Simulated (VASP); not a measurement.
# Ba (I4_1/amd) in VASP: single point with PBE

Aim: the single point of Ba with PBE.

Program: VASP 6.6.1. These are calculated values, not measurements. Logs are shortened: lines on timing, memory, paths and dates and some standing lists are left out, and cuts for length are marked.

**1. The cell of the first run**

Symmetry: I4_1/amd, No. 141, tetragonal system. Conventional cell: a = 5.859 Å, b = 5.859 Å, c = 3.169 Å, α = 90.00°, β = 90.00°, γ = 90.00°. Ba (site symmetry -4m2) has 10 Ba at 3.03 to 3.77 Å within 4.0 Å.

**2. Single point, PBE (27.20 Å³/atom)**

File POSCAR:

```
Ba
1.0
   -2.9296709446      2.9296709446      1.5846372803
    2.9296709446     -2.9296709446      1.5846372803
    2.9296709446      2.9296709446     -1.5846372803
Ba
2
Direct
   -0.3750000000     -0.1250000000     -0.2500000000
    0.3750000000      0.1250000000      0.2500000000
```

File INCAR.step1:

```
ALGO     = Normal         # electronic algorithm
EDIFF    = 1E-6           # SCF threshold, eV
ENCUT    = 520            # plane-wave cutoff, eV
GGA      = PE             # functional
ISIF     = 2              # what is computed and relaxed
ISMEAR   = -1             # smearing method
LASPH    = True           # aspherical terms in the spheres
LCHARG   = True           # write CHGCAR
LREAL    = False          # projectors in reciprocal space
LWAVE    = False          # write WAVECAR
NBANDS   = 17             # bands
NELM     = 100            # most SCF steps
PREC     = Accurate       # precision mode
SIGMA    = 0.08           # smearing width, eV
```

File KPOINTS.step1:

```
k-points
0
Gamma
  10 10 10
```

File INCAR.step2:

```
ALGO     = Normal         # electronic algorithm
EDIFF    = 1E-6           # SCF threshold, eV
ENCUT    = 520            # plane-wave cutoff, eV
GGA      = PE             # functional
ICHARG   = 11             # starting density
ISIF     = 2              # what is computed and relaxed
ISMEAR   = -5             # smearing method
LASPH    = True           # aspherical terms in the spheres
LCHARG   = False          # write CHGCAR
LORBIT   = 10             # projections on sites
LREAL    = False          # projectors in reciprocal space
LWAVE    = False          # write WAVECAR
NBANDS   = 17             # bands
NEDOS    = 2001           # points of the DOS
NELM     = 100            # most SCF steps
PREC     = Accurate       # precision mode
SIGMA    = 0.08           # smearing width, eV
```

File KPOINTS.step2:

```
k-points
0
Gamma
  15 15 15
```

Potentials or basis: VASP PAW PBE potentials, release 64 (Ba_sv).

On the command line:

```console
$ cat potpaw_PBE.64/Ba_sv/POTCAR > POTCAR
$ cp INCAR.step1 INCAR
$ cp KPOINTS.step1 KPOINTS
$ mpirun -np 1 vasp_std > vasp.out
$ cp INCAR.step2 INCAR
$ cp KPOINTS.step2 KPOINTS
$ mpirun -np 1 vasp_std > vasp.out
```

OUTCAR:

```text
EDIFF = 1E-6
   ENCUT = 520
   GGA = PE
   ICHARG = 11
   ISIF = 2
   ISMEAR = -5
   LASPH = True
   LORBIT = 10
   LREAL = False
   NELM = 100
   PREC = Accurate

 ion  position               nearest neighbor table
   1  0.625  0.875  0.750-   2 3.03   2 3.03   2 3.03   2 3.03   2 3.77   2 3.77   2 3.77   2 3.77

   2  0.375  0.125  0.250-   1 3.03   1 3.03   1 3.03   1 3.03   1 3.77   1 3.77   1 3.77   1 3.77

  LATTYP: Found a body centered tetragonal cell.
 ALAT       =     5.8593418892
 C/A-ratio  =     0.5408925815

  Lattice vectors:

 A1 = (  -2.9296709446,   2.9296709446,   1.5846372803)
 A2 = (   2.9296709446,  -2.9296709446,   1.5846372803)
 A3 = (   2.9296709446,   2.9296709446,  -1.5846372803)

Analysis of symmetry for initial positions (statically):
=====================================================================
 Subroutine PRICEL returns:
 Original cell was already a primitive cell.

 Routine SETGRP: Setting up the symmetry group for a
 body centered tetragonal supercell.

 Subroutine GETGRP returns: Found 16 space group operations
 (whereof  4 operations were pure point group operations)
 out of a pool of 16 trial point group operations.

The static configuration has the point symmetry C_2h.
 The point group associated with its full space group is D_4h.

Analysis of symmetry for dynamics (positions and initial velocities):
=====================================================================
 Subroutine PRICEL returns:
 Original cell was already a primitive cell.

 Routine SETGRP: Setting up the symmetry group for a
 body centered tetragonal supercell.

 Subroutine GETGRP returns: Found 16 space group operations
 (whereof  4 operations were pure point group operations)
 out of a pool of 16 trial point group operations.

The dynamic configuration has the point symmetry C_2h.
 The point group associated with its full space group is D_4h.

 Subroutine INISYM returns: Found 16 space group operations
 (whereof  4 operations are pure point group operations),
 and found     1 'primitive' translations

----------------------------------------------------------------------------------------

                                     Primitive cell

  volume of cell :      54.4036

  direct lattice vectors                    reciprocal lattice vectors
    -2.929670945  2.929670945  1.584637280     0.000000000  0.170667631  0.315529621
     2.929670945 -2.929670945  1.584637280     0.170667631  0.000000000  0.315529621
     2.929670945  2.929670945 -1.584637280     0.170667631  0.170667631  0.000000000

  length of vectors
     4.435878605  4.435878605  4.435878605     0.358728842  0.358728842  0.241360479

  position of ions in fractional coordinates (direct lattice)
     0.625000000  0.875000000  0.750000000
     0.375000000  0.125000000  0.250000000

  ion indices of the primitive-cell ions
   primitive index   ion index
                 1           1
                 2           2

----------------------------------------------------------------------------------------

 KPOINTS: k-points

Automatic generation of k-mesh.
 Grid dimensions read from file:
 generate k-points for:   15   15   15

 Generating k-lattice:

  Cartesian coordinates                     Fractional coordinates (reciprocal lattice)
     0.000000000  0.011377842  0.021035308     0.066666667 -0.000000000  0.000000000
     0.011377842  0.000000000  0.021035308    -0.000000000  0.066666667  0.000000000
     0.011377842  0.011377842  0.000000000     0.000000000  0.000000000  0.066666667

  Length of vectors
     0.023915256  0.023915256  0.016090699

  Shift w.r.t. Gamma in fractional coordinates (k-lattice)
     0.000000000  0.000000000  0.000000000

 TETIRR: Found   8139 inequivalent tetrahedra from    20250

 Subroutine IBZKPT returns following result:
 ===========================================

 Found    288 irreducible k-points:

 Following reciprocal coordinates:
            Coordinates               Weight
  0.000000  0.000000  0.000000      1.000000
  0.066667 -0.000000  0.000000      8.000000
  0.133333 -0.000000  0.000000      8.000000
  0.200000 -0.000000  0.000000      8.000000
  0.266667 -0.000000  0.000000      8.000000
  0.333333 -0.000000  0.000000      8.000000
[... 16 lines left out ...]
  0.133333  0.133333  0.000000      8.000000
  0.200000  0.133333  0.000000     16.000000
 [... further k-points ...]
   k-points           NKPTS =    288   k-points in BZ     NKDIM =    288   number of bands    NBANDS=     17
   number of dos      NEDOS =   2001   number of ions     NIONS =      2
   total plane-waves  NPLWV =  46656
   dimension x,y,z NGX =    36 NGY =   36 NGZ =   36
   dimension x,y,z NGXF=    72 NGYF=   72 NGZF=   72
   ions per type =               2
   NGX,Y,Z   is equivalent  to a cutoff of  13.49, 13.49, 13.49 a.u.
   NGXF,Y,Z  is equivalent  to a cutoff of  26.98, 26.98, 26.98 a.u.
 SYSTEM =  unknown system
   PREC   = accura    normal or accurate (medium, high low for compatibility)
   ISTART =      0    job   : 0-new  1-cont  2-samecut
   ICHARG =     11    charge: 1-file 2-atom 10-const
   ISPIN  =      1    spin polarized calculation?
   LNONCOLLINEAR =      F non collinear calculations
   LSORBIT =      F    spin-orbit coupling
   LASPH  =      T    aspherical Exc in radial PAW
   ENCUT  =  520.0 eV  38.22 Ry    6.18 a.u.   8.25  8.25  8.25*2*pi/ulx,y,z
   NELM   =    100;   NELMIN=  2; NELMDL=  0     # of ELM steps
   EDIFF  = 0.1E-05   stopping-criterion for ELM
   LREAL  =      F    real-space projection
   EDIFFG = 0.1E-04   stopping-criterion for IOM
   NSW    =      0    number of steps for IOM
   IBRION =     -1    ionic relax: 0-MD 1-quasi-New 2-CG
   NFREE  =      0    steps in history (QN), initial steepest desc. (CG)
   ISIF   =      2    stress and relaxation
   ISYM   =      2    0-nonsym 1-usesym 2-fastsym
   POTIM  = 0.5000    time-step for ionic-motion
   TEBEG  =    0.0;   TEEND  =   0.0 temperature during run
   PSTRESS=    0.0 pullay stress
   NELECT =      20.0000    total number of electrons
   NUPDOWN=      -1.0000    fix difference up-down
   EMIN   =  10.00;   EMAX   =-10.00  energy-range for DOS
   EFERMI =   0.00;   METHOD = LEGACY
   ISMEAR =    -5;   SIGMA  =   0.08  broadening in eV -4-tet -1-fermi 0-gaus
   EFERMI_NEDOS =   21; number of points for ismear=-14 and -15
   IALGO  =     38    algorithm
   IMIX   =      4    mixing-type and parameters
     AMIX     =   0.40;   BMIX     =  1.00
     AMIX_MAG =   1.60;   BMIX_MAG =  1.00
  volume/ion in A,a.u.               =      27.20       183.57
  Fermi-wavevector in a.u.,A,eV,Ry     =   1.172760  2.216194 18.712977  1.375365
  Thomas-Fermi vector in A             =   2.309183
   LORBIT       =     10    0 simple, 1 ext, 2 COOP (PROOUT), +10 PAW based schemes
   GGA     = PE    functional components
   LHFCALC =     F    Hartree Fock is set to
   AEXX    =    0.0000 exact exchange contribution
   IVDW    =     0    specifies the selected vdW correction
   LEPSILON=     F    determine dielectric tensor
   LRPA    =     F    only Hartree local field effects (RPA)
 non-spin polarized calculation
 Fermi weights with tetrahedron method with Bloechl corrections
  energy-cutoff  :      520.00
  volume of cell :       54.40
 maximum number of plane-waves:      1484
 NGX is ok and might be reduce to    36

 number of electron      19.9999999 magnetization

 Free energy of the ion-electron system (eV)
  ---------------------------------------------------
  ext. energy  EPLUGINS =         0.00000000
  ---------------------------------------------------
  free energy    TOTEN  =        -0.39118581 eV

  energy without entropy =       -0.39118581  energy(sigma->0) =       -0.39118581

 E-fermi :   5.9206     XC(G=0): -10.6505

 val. band max:        6.0048655198   @ k =  -0.3333   0.2000   0.0667
 cond. band min:       5.8443418304   @ k =   0.4000   0.4000   0.0000
 fundamental gap:     -0.1605236894
 Fermi energy:         5.9206422410

 k-point     1 :       0.0000    0.0000    0.0000
  band No.  band energies     occupation
      1     -23.6227      2.00000
      2     -21.8560      2.00000
      3      -9.7516      2.00000
      4      -9.7516      2.00000
      5      -6.1359      2.00000
      6      -6.0899      2.00000
[... 9 lines left out ...]
     16      10.6711      0.00000
     17      10.6711      0.00000

 k-point     2 :       0.0667   -0.0000    0.0000
  band No.  band energies     occupation
      1     -23.5861      2.00000
      2     -21.8512      2.00000
      3      -9.7384      2.00000
      4      -9.6892      2.00000
      5      -6.3727      2.00000
      6      -6.3047      2.00000
[... 9 lines left out ...]
     16      12.0259      0.00000
     17      12.0758      0.00000

 k-point     3 :       0.1333   -0.0000    0.0000
  band No.  band energies     occupation
      1     -23.4797      2.00000
      2     -21.8383      2.00000
      3      -9.6998      2.00000
      4      -9.5133      2.00000
      5      -6.9496      2.00000
      6      -6.8168      2.00000
[... 9 lines left out ...]
     16      13.0108      0.00000
     17      13.0770      0.00000

 k-point     4 :       0.2000   -0.0000    0.0000
  band No.  band energies     occupation
      1     -23.3142      2.00000
      2     -21.8218      2.00000
      3      -9.6389      2.00000
      4      -9.2661      2.00000
      5      -7.7162      2.00000
      6      -7.4305      2.00000
[... 9 lines left out ...]
     16      12.1283      0.00000
     17      12.6821      0.00000
[... 343 lines left out ...]
      1     -23.6057      2.00000
      2     -21.8781      2.00000
      3      -9.7270      2.00000
      4      -9.7249      2.00000
      5      -6.2764      2.00000
      6      -6.1150      2.00000
[... 9 lines left out ...]
     16      10.7598      0.00000
     17      10.7906      0.00000

 k-point    23 :       0.1333    0.1333    0.0000
  band No.  band energies     occupation
      1     -23.1640      2.00000
      2     -21.7434      2.00000
      3      -9.4000      2.00000
      4      -9.3413      2.00000
      5      -8.3183      2.00000
      6      -8.1272      2.00000
[... 9 lines left out ...]
     16      11.8177      0.00000
     17      12.0370      0.00000

 k-point    24 :       0.2000    0.1333    0.0000
  band No.  band energies     occupation
      1     -22.9595      2.00000
      2     -21.7285      2.00000
      3      -9.5185      2.00000
      4      -9.2328      2.00000
      5      -8.7712      2.00000
      6      -8.5706      2.00000
[... 9 lines left out ...]
     16      12.5413      0.00000
     17      12.9920      0.00000

 [... further k-points ...]

------------------------ aborting loop because EDIFF is reached ----------------------------------------

  FORCE on cell =-STRESS in cart. coord.  units (eV):
  Direction    XX          YY          ZZ          XY          YZ          ZX
  --------------------------------------------------------------------------------------
  -------------------------------------------------------------------------------------
  Total        9.6771107      9.6771107      9.9452247     -0.0000000     -0.0000000      0.0000000
  in kB      284.9894234    284.9894234    292.8853388     -0.0000000     -0.0000000      0.0000000
  external PRESSURE =     287.6213952 kB  Pullay stress =       0.0000000 kB

 VOLUME and BASIS-vectors are now :
 -----------------------------------------------------------------------------
  energy-cutoff  :      520.00
  volume of cell :       54.40
      direct lattice vectors                 reciprocal lattice vectors
    -2.929670945  2.929670945  1.584637280     0.000000000  0.170667631  0.315529621
     2.929670945 -2.929670945  1.584637280     0.170667631  0.000000000  0.315529621
     2.929670945  2.929670945 -1.584637280     0.170667631  0.170667631  0.000000000

 POSITION                                       TOTAL-FORCE (eV/Angst)
 -----------------------------------------------------------------------------------
      2.92967      1.46484      1.18848        -0.000000     -0.000000     -0.000000
     -0.00000      1.46484      0.39616         0.000000      0.000000      0.000000
 -----------------------------------------------------------------------------------
    total drift:                               -0.000000     -0.000000      0.000000

  FREE ENERGIE OF THE ION-ELECTRON SYSTEM (eV)
  ---------------------------------------------------
  free  energy   TOTEN  =        -0.3911858106 eV

  energy  without entropy=       -0.3911858106  energy(sigma->0) =       -0.39118581

 total charge

# of ion       s       p       d       tot
------------------------------------------
    1        2.049   5.474   1.024   8.547
    2        2.049   5.474   1.024   8.547
--------------------------------------------------
tot          4.098  10.948   2.049  17.094
```

It took 3.1 min on 1 thread of Intel Xeon Platinum 8375C at 2.90GHz (Ice Lake), shared host; peak memory 0.36 GiB.

What came out:

| Item | Value |
| --- | --- |
| Valence electrons inside the program's atomic spheres | Ba 8.55 |

Levels at points of the mesh, in eV from the Fermi level:
| k point | band 8 | band 9 | band 10 | band 11 | band 12 | band 13 |
| --- | --- | --- | --- | --- | --- | --- |
| (0.00, 0.00, 0.00) | -11.96 | -3.56 | -1.70 | -0.40 | 0.21 | 0.74 |

Caveat: spin-orbit coupling is left out, which moves the levels of the heavy elements.
